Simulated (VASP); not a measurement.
Here is a VASP 6.6.1 calculation.

Contents of INCAR:

```
PREC = Accurate
ENCUT = 520
EDIFF = 1E-6
ISMEAR = 0
SIGMA = 0.05
LREAL = F
LASPH = T
NELM = 80
ALGO = Normal
ISIF = 2
LWAVE = F
LCHARG = F
NBANDS = 23
```

File KPOINTS:

```
regular mesh
0
Gamma
  8 8 8
```

POSCAR

```
CsO
1.0
   -2.2690500000      3.3757500000      3.8524625000
    2.2690500000     -3.3757500000      3.8524625000
    2.2690500000      3.3757500000     -3.8524625000
Cs O
2 2
Direct
    0.2500000000      0.2500000000      0.0000000000
    0.7500000000      0.7500000000      0.0000000000
    0.6200000000      0.0000000000      0.6200000000
    0.3800000000      0.0000000000      0.3800000000
```

Potentials or basis: VASP PAW LDA potentials, release 64 (Cs_sv, O).

Launch:

```console
$ cat potpaw_LDA.64/Cs_sv/POTCAR potpaw_LDA.64/O/POTCAR > POTCAR
$ mpirun -np 1 vasp_std > vasp.out
```

(1) What does it give for the largest force?

(2) What does it give for the band gap on the k mesh?

(3) What does it give for the pressure?

## Answers

(1) 1.927 eV/Å.

(2) 1.38 eV (least direct gap 1.49 eV).

(3) -5.8 GPa.

Caveat: the cell differs from its parent crystal (strain +0.050 along x and y, +0.025 along z); the cell stands under tension; spin-orbit coupling is left out, which moves the levels of the heavy elements; forces of over 1 eV/Å act on the atoms, so gaps and moduli don't describe the material at rest.
